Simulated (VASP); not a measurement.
Input of a VASP 6.6.1 run:

Contents of INCAR:

```
SYSTEM = Si3Cl2
PREC = Accurate ; ENCUT = 500
EDIFF = 1E-6 ; ISMEAR = 0
SIGMA = 0.2 ; LREAL = .False.
LASPH = .True. ; NELM = 120
ALGO = Normal ; ISIF = 2
LWAVE = .False. ; LCHARG = .True.
GGA = PE ; LELF = .True.
LVHAR = .True. ; NBANDS = 21
GGA_COMPAT = .False.
```

KPOINTS

```
regular mesh
0
Gamma
  4 4 3
  0 0 0
```

Contents of POSCAR:

```
Si3Cl2
1.0
    5.2064457261      0.0000000033      0.0000000000
   -2.6032228659      4.5089142605      0.0000000000
    0.0000000000      0.0000000000      4.8189167720
Si Cl
3 2
Direct
    0.0000000000      0.0000000000      0.7725692123
    0.0000000000      0.0000000000      0.2274307877
    0.6666666667      0.3333333333      0.0000000000
    0.6666666667      0.3333333333      0.5000000000
    0.3333333333      0.6666666667      0.0000000000
```

Potentials or basis: VASP PAW PBE potentials, release 64 (Si, Cl).

Command:

```bash
$ cat potpaw_PBE.64/Si/POTCAR potpaw_PBE.64/Cl/POTCAR > POTCAR
$ mpirun -np 1 vasp_std > vasp.out
```

Q: Predict the pressure.

A: -0.1 GPa.

Q: What does it give for the largest force?

A: 0.043 eV/Å.

Q: Predict the band gap on the k mesh.

A: Zero (bands 13 and 14 overlap by 1.53 eV).

Stress tensor (GPa, compression positive):
```
-0.34  0.00  0.00
 0.00 -0.34  0.00
 0.00  0.00  0.34
```

Caveat: the k points lie up to 0.43 Å⁻¹ apart, too coarse for converged energies and pressures of a metal.
